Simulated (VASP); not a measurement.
# Sr (C2) in VASP: single point with PBE

Aim: the single point of Sr with PBE.

Everything below comes from runs of VASP 6.6.1. Logs are shortened: lines on timing, memory, paths and dates and some standing lists are left out, and cuts for length are marked.

### 1 The cell of the first run

Symmetry: C2, No. 5, monoclinic system. Conventional cell: a = 7.739 Å, b = 4.443 Å, c = 11.159 Å, α = 90.00°, β = 104.64°, γ = 90.00°. Within 5.8 Å of Sr (site symmetry 2) lie 12 Sr at 4.40 to 4.48 Å. Within 5.7 Å of Sr (site symmetry 1) lie 12 Sr at 4.33 to 4.48 Å.

### 2 Single point, PBE (strained and its atoms moved)

Input file INCAR:

```
PREC = Accurate
ENCUT = 500
EDIFF = 1E-6
ISMEAR = 0
SIGMA = 0.1
LREAL = False
LASPH = True
NELM = 120
ALGO = Normal
ISIF = 2
LWAVE = False
LCHARG = True
GGA = PE
LELF = True
LVHAR = True
NBANDS = 22
GGA_COMPAT = False
```

Input file KPOINTS:

```
Automatic mesh
0
Gamma
  12 12 4
```

Input file POSCAR:

```
Sr
1.0
    3.8693437124     -2.2216199567     -0.0374374120
    3.8693437124      2.2216199567     -0.0374374120
   -2.7154443667      0.0000000000     10.8231412154
Sr
3
Direct
   -0.0066751336      0.0066751336      0.5000000000
    0.2224427440      0.2157676104      0.1649626002
    0.7842323896      0.7775572560      0.8350373998
```

Potentials or basis: VASP PAW PBE potentials, release 64 (Sr_sv).

On the command line:

```sh
cat potpaw_PBE.64/Sr_sv/POTCAR > POTCAR
mpirun -np 1 vasp_std > vasp.out
```

OUTCAR:

```text
PREC = Accurate
   ENCUT = 500
   EDIFF = 1E-6
   ISMEAR = 0
   LREAL = False
   LASPH = True
   NELM = 120
   ISIF = 2
   GGA = PE

 ion  position               nearest neighbor table
   1  0.993  0.007  0.500-   3 4.40   2 4.40   2 4.44   3 4.44   2 4.48   3 4.48
   2  0.222  0.216  0.165-   3 4.33   1 4.40   3 4.43   3 4.43   1 4.44   1 4.48
   3  0.784  0.778  0.835-   2 4.33   1 4.40   2 4.43   2 4.43   1 4.44   1 4.48

  LATTYP: Found a base centered monoclinic cell.
 ALAT       =     7.7390496379
 B/A-ratio  =     0.5741324996
 C/A-ratio  =     1.4418547149
 COS(beta)  =    -0.2527229429

  Lattice vectors:

 A1 = (   3.8693437124,  -2.2216199567,  -0.0374374120)
 A2 = (   3.8693437124,   2.2216199567,  -0.0374374120)
 A3 = (  -2.7154443667,   0.0000000000,  10.8231412154)

Analysis of symmetry for initial positions (statically):
=====================================================================
 Subroutine PRICEL returns:
 Original cell was already a primitive cell.

 Routine SETGRP: Setting up the symmetry group for a
 base centered monoclinic supercell.

 Subroutine GETGRP returns: Found  2 space group operations
 (whereof  2 operations were pure point group operations)
 out of a pool of  4 trial point group operations.

The static configuration has the point symmetry C_2 .

Analysis of symmetry for dynamics (positions and initial velocities):
=====================================================================
 Subroutine PRICEL returns:
 Original cell was already a primitive cell.

 Routine SETGRP: Setting up the symmetry group for a
 base centered monoclinic supercell.

 Subroutine GETGRP returns: Found  2 space group operations
 (whereof  2 operations were pure point group operations)
 out of a pool of  4 trial point group operations.

The dynamic configuration has the point symmetry C_2 .

 Subroutine INISYM returns: Found  2 space group operations
 (whereof  2 operations are pure point group operations),
 and found     1 'primitive' translations

----------------------------------------------------------------------------------------

                                     Primitive cell

  volume of cell :     185.6243

  direct lattice vectors                    reciprocal lattice vectors
     3.869343712 -2.221619957 -0.037437412     0.129535325 -0.225060996  0.032499434
     3.869343712  2.221619957 -0.037437412     0.129535325  0.225060996  0.032499434
    -2.715444367  0.000000000 10.823141215     0.000896129  0.000000000  0.092619450

  length of vectors
     4.461929802  4.461929802 11.158585209     0.261702246  0.261702246  0.092623785

  position of ions in fractional coordinates (direct lattice)
     0.993324866  0.006675134  0.500000000
     0.222442744  0.215767610  0.164962600
     0.784232390  0.777557256  0.835037400

  ion indices of the primitive-cell ions
   primitive index   ion index
                 1           1
                 2           2
                 3           3

----------------------------------------------------------------------------------------

 KPOINTS: Automatic mesh

Automatic generation of k-mesh.
 Grid dimensions read from file:
 generate k-points for:   12   12    4

 Generating k-lattice:

  Cartesian coordinates                     Fractional coordinates (reciprocal lattice)
     0.010794610 -0.018755083  0.002708286     0.083333333  0.000000000  0.000000000
     0.010794610  0.018755083  0.002708286     0.000000000  0.083333333  0.000000000
     0.000224032  0.000000000  0.023154863    -0.000000000 -0.000000000  0.250000000

  Length of vectors
     0.021808520  0.021808520  0.023155946

  Shift w.r.t. Gamma in fractional coordinates (k-lattice)
     0.000000000  0.000000000  0.000000000

 Subroutine IBZKPT returns following result:
 ===========================================

 Found    164 irreducible k-points:

 Following reciprocal coordinates:
            Coordinates               Weight
  0.000000  0.000000  0.000000      1.000000
  0.083333  0.000000  0.000000      4.000000
  0.166667 -0.000000  0.000000      4.000000
  0.250000  0.000000  0.000000      4.000000
  0.333333 -0.000000  0.000000      4.000000
  0.416667  0.000000  0.000000      4.000000
[... 16 lines left out ...]
  0.500000  0.166667  0.000000      4.000000
 -0.416667  0.166667 -0.000000      4.000000
 [... further k-points ...]
   k-points           NKPTS =    164   k-points in BZ     NKDIM =    164   number of bands    NBANDS=     22
   number of dos      NEDOS =    301   number of ions     NIONS =      3
   total plane-waves  NPLWV = 108864
   dimension x,y,z NGX =    36 NGY =   36 NGZ =   84
   dimension x,y,z NGXF=    72 NGYF=   72 NGZF=  168
   ions per type =               3
   NGX,Y,Z   is equivalent  to a cutoff of  13.41, 13.41, 12.51 a.u.
   NGXF,Y,Z  is equivalent  to a cutoff of  26.83, 26.83, 25.03 a.u.
 SYSTEM =  unknown system
   PREC   = accura    normal or accurate (medium, high low for compatibility)
   ISTART =      0    job   : 0-new  1-cont  2-samecut
   ICHARG =      2    charge: 1-file 2-atom 10-const
   ISPIN  =      1    spin polarized calculation?
   LNONCOLLINEAR =      F non collinear calculations
   LSORBIT =      F    spin-orbit coupling
   LASPH  =      T    aspherical Exc in radial PAW
   ENCUT  =  500.0 eV  36.75 Ry    6.06 a.u.   8.14  8.14 20.34*2*pi/ulx,y,z
   NELM   =    120;   NELMIN=  2; NELMDL= -5     # of ELM steps
   EDIFF  = 0.1E-05   stopping-criterion for ELM
   LREAL  =      F    real-space projection
   EDIFFG = 0.1E-04   stopping-criterion for IOM
   NSW    =      0    number of steps for IOM
   IBRION =     -1    ionic relax: 0-MD 1-quasi-New 2-CG
   NFREE  =      0    steps in history (QN), initial steepest desc. (CG)
   ISIF   =      2    stress and relaxation
   ISYM   =      2    0-nonsym 1-usesym 2-fastsym
   POTIM  = 0.5000    time-step for ionic-motion
   TEBEG  =    0.0;   TEEND  =   0.0 temperature during run
   PSTRESS=    0.0 pullay stress
   NELECT =      30.0000    total number of electrons
   NUPDOWN=      -1.0000    fix difference up-down
   EMIN   =  10.00;   EMAX   =-10.00  energy-range for DOS
   EFERMI =   0.00;   METHOD = LEGACY
   ISMEAR =     0;   SIGMA  =   0.10  broadening in eV -4-tet -1-fermi 0-gaus
   EFERMI_NEDOS =   21; number of points for ismear=-14 and -15
   IALGO  =     38    algorithm
   IMIX   =      4    mixing-type and parameters
     AMIX     =   0.40;   BMIX     =  1.00
     AMIX_MAG =   1.60;   BMIX_MAG =  1.00
  volume/ion in A,a.u.               =      61.87       417.55
  Fermi-wavevector in a.u.,A,eV,Ry     =   0.891737  1.685139 10.819292  0.795196
  Thomas-Fermi vector in A             =   2.013596
   LORBIT       =      0    0 simple, 1 ext, 2 COOP (PROOUT), +10 PAW based schemes
   GGA     = PE    functional components
   LHFCALC =     F    Hartree Fock is set to
   AEXX    =    0.0000 exact exchange contribution
   IVDW    =     0    specifies the selected vdW correction
   LEPSILON=     F    determine dielectric tensor
   LRPA    =     F    only Hartree local field effects (RPA)
 non-spin polarized calculation
 Gauss-broadening in eV      SIGMA  =   0.10
  energy-cutoff  :      500.00
  volume of cell :      185.62
 maximum number of plane-waves:      4736
 NGX is ok and might be reduce to    36
   NGX = 17   NGY = 17   NGZ = 41

 number of electron      30.0000000 magnetization

 Free energy of the ion-electron system (eV)
  ---------------------------------------------------
  ext. energy  EPLUGINS =         0.00000000
  ---------------------------------------------------
  free energy    TOTEN  =        -4.83576208 eV

  energy without entropy =       -4.81595439  energy(sigma->0) =       -4.82585824

 E-fermi :   1.2161     XC(G=0):  -7.0034

 val. band max:        1.2155888055   @ k =   0.1667  -0.0000   0.5000
 cond. band min:       1.2208676667   @ k =  -0.4167   0.4167   0.0000
 fundamental gap:      0.0052788612
 Fermi energy:         1.2160698963

 k-point     1 :       0.0000    0.0000    0.0000
  band No.  band energies     occupation
      1     -35.6602      2.00000
      2     -35.6488      2.00000
      3     -35.6450      2.00000
      4     -17.6554      2.00000
      5     -17.6530      2.00000
      6     -17.5790      2.00000
[... 14 lines left out ...]
     21       3.4263      0.00000
     22       3.4550      0.00000

 k-point     2 :       0.0833    0.0000    0.0000
  band No.  band energies     occupation
      1     -35.6598      2.00000
      2     -35.6484      2.00000
      3     -35.6447      2.00000
      4     -17.6573      2.00000
      5     -17.6490      2.00000
      6     -17.5840      2.00000
[... 14 lines left out ...]
     21       3.4602      0.00000
     22       3.5254      0.00000

 k-point     3 :       0.1667   -0.0000    0.0000
  band No.  band energies     occupation
      1     -35.6588      2.00000
      2     -35.6475      2.00000
      3     -35.6439      2.00000
      4     -17.6577      2.00000
      5     -17.6449      2.00000
      6     -17.5984      2.00000
[... 14 lines left out ...]
     21       3.5122      0.00000
     22       3.6474      0.00000

 k-point     4 :       0.2500    0.0000    0.0000
  band No.  band energies     occupation
      1     -35.6574      2.00000
      2     -35.6461      2.00000
      3     -35.6430      2.00000
      4     -17.6576      2.00000
      5     -17.6476      2.00000
      6     -17.6182      2.00000
[... 14 lines left out ...]
     21       3.3275      0.00000
     22       3.5663      0.00000

 k-point     5 :       0.3333   -0.0000    0.0000
  band No.  band energies     occupation
      1     -35.6560      2.00000
      2     -35.6447      2.00000
      3     -35.6421      2.00000
      4     -17.6628      2.00000
      5     -17.6595      2.00000
      6     -17.6385      2.00000
[... 417 lines left out ...]
 k-point    22 :       0.4167    0.1667    0.0000
  band No.  band energies     occupation
      1     -35.6555      2.00000
      2     -35.6442      2.00000
      3     -35.6419      2.00000
      4     -17.6588      2.00000
      5     -17.6555      2.00000
      6     -17.6433      2.00000
[... 14 lines left out ...]
     21       2.9716      0.00000
     22       3.1073      0.00000

 k-point    23 :       0.5000    0.1667    0.0000
  band No.  band energies     occupation
      1     -35.6546      2.00000
      2     -35.6431      2.00000
      3     -35.6415      2.00000
      4     -17.6648      2.00000
      5     -17.6643      2.00000
      6     -17.6514      2.00000
[... 14 lines left out ...]
     21       2.8894      0.00000
     22       3.1106      0.00000

 k-point    24 :      -0.4167    0.1667   -0.0000
  band No.  band energies     occupation
      1     -35.6543      2.00000
      2     -35.6427      2.00000
      3     -35.6413      2.00000
      4     -17.6706      2.00000
      5     -17.6686      2.00000
      6     -17.6520      2.00000
[... 14 lines left out ...]
     21       2.8700      0.00000
     22       3.2046      0.00000

 [... further k-points ...]

------------------------ aborting loop because EDIFF is reached ----------------------------------------

  FORCE on cell =-STRESS in cart. coord.  units (eV):
  Direction    XX          YY          ZZ          XY          YZ          ZX
  --------------------------------------------------------------------------------------
  -------------------------------------------------------------------------------------
  Total       -1.3861238     -1.3399817     -1.1454355      0.0000000      0.0000000      0.1421979
  in kB      -11.9640365    -11.5657708     -9.8865860      0.0000000      0.0000000      1.2273515
  external PRESSURE =     -11.1387978 kB  Pullay stress =       0.0000000 kB

 VOLUME and BASIS-vectors are now :
 -----------------------------------------------------------------------------
  energy-cutoff  :      500.00
  volume of cell :      185.62
      direct lattice vectors                 reciprocal lattice vectors
     3.869343712 -2.221619957 -0.037437412     0.129535325 -0.225060996  0.032499434
     3.869343712  2.221619957 -0.037437412     0.129535325  0.225060996  0.032499434
    -2.715444367  0.000000000 10.823141215     0.000896129  0.000000000  0.092619450

 POSITION                                       TOTAL-FORCE (eV/Angst)
 -----------------------------------------------------------------------------------
      2.51162     -2.19196      5.37413         0.000000     -0.015135      0.000000
      1.24764     -0.01483      1.76901         0.010623      0.007568      0.036746
      3.77560     -0.01483      8.97926        -0.010623      0.007568     -0.036746
 -----------------------------------------------------------------------------------
    total drift:                                0.000000      0.000015      0.000000

  FREE ENERGIE OF THE ION-ELECTRON SYSTEM (eV)
  ---------------------------------------------------
  free  energy   TOTEN  =        -4.8357620798 eV

  energy  without entropy=       -4.8159543941  energy(sigma->0) =       -4.82585824
```

It took 5.9 min on 1 thread of Intel Xeon 6975P-C (Granite Rapids), shared host; peak memory 0.65 GiB.

What came out:

```
Free energy            : -4.8358 eV
Pressure               : -1.1 GPa
Largest force          : 0.039 eV/Å
Band gap on the k mesh : zero (bands 15 and 16 overlap by 0.21 eV)
```

Forces on the atoms (eV/Å):
```
Sr   0.000 -0.015  0.000
Sr   0.011  0.008  0.037
Sr  -0.011  0.008 -0.037
```

Stress tensor (GPa, compression positive):
```
-1.20  0.00  0.12
 0.00 -1.16  0.00
 0.12  0.00 -0.99
```

Levels at points of the mesh, in eV from the Fermi level:
```
           k point  band 12  band 13  band 14  band 15  band 16  band 17  band 18  band 19
(0.00, 0.00, 0.00)   -18.77    -3.48    -2.04    -2.01     0.72     0.77     2.06     2.10
(0.50, 0.00, 0.00)   -18.79    -1.11    -0.66    -0.64     0.06     0.21     0.38     0.95
(0.50, 0.50, 0.00)   -18.79    -0.95    -0.94    -0.58    -0.02     0.21     0.32     1.07
(0.00, 0.00, 0.50)   -18.77    -3.09    -3.07    -1.05    -0.03     1.69     1.72     2.06
(0.50, 0.00, 0.50)   -18.79    -0.96    -0.90    -0.57     0.04     0.14     0.35     1.03
(0.50, 0.50, 0.50)   -18.79    -1.13    -0.70    -0.61     0.04     0.25     0.32     1.00
```

Caveat: the cell differs from its parent crystal (strained and its atoms moved).
